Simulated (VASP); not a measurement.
Here is a VASP 6.6.1 calculation.

Contents of INCAR:

```
PREC = Accurate
ENCUT = 600
EDIFF = 1E-7
ISMEAR = 0
SIGMA = 0.02
LREAL = F
LASPH = T
NELM = 80
ALGO = Normal
ISIF = 4
LWAVE = F
LCHARG = F
GGA = PE
IBRION = 2
NSW = 50
EDIFFG = -0.01
```

File KPOINTS:

```
Automatic mesh
0
Gamma
  10 10 10
```

POSCAR

```
AlGa2P3
1.0
   -1.9666138820      1.9666138820      8.3394262947
    1.9666138820     -1.9666138820      8.3394262947
    1.9666138820      1.9666138820     -8.3394262947
Al Ga P
1 2 3
Direct
    0.5000000000      0.5000000000      0.0000000000
    0.8333252402      0.8333252402      0.0000000000
    0.1666747598      0.1666747598      0.0000000000
    0.4170358245      0.9170358245      0.5000000000
    0.0829641755      0.5829641755      0.5000000000
    0.7500000000      0.2500000000      0.5000000000
```

Potentials or basis: VASP PAW PBE potentials, release 64 (Al, Ga_d, P).

Command:

```bash
$ cat potpaw_PBE.64/Al/POTCAR potpaw_PBE.64/Ga_d/POTCAR potpaw_PBE.64/P/POTCAR > POTCAR
$ mpirun -np 1 vasp_std > vasp.out
```

(1) Predict the band gap on the k mesh.

## Answers

(1) 1.64 eV.
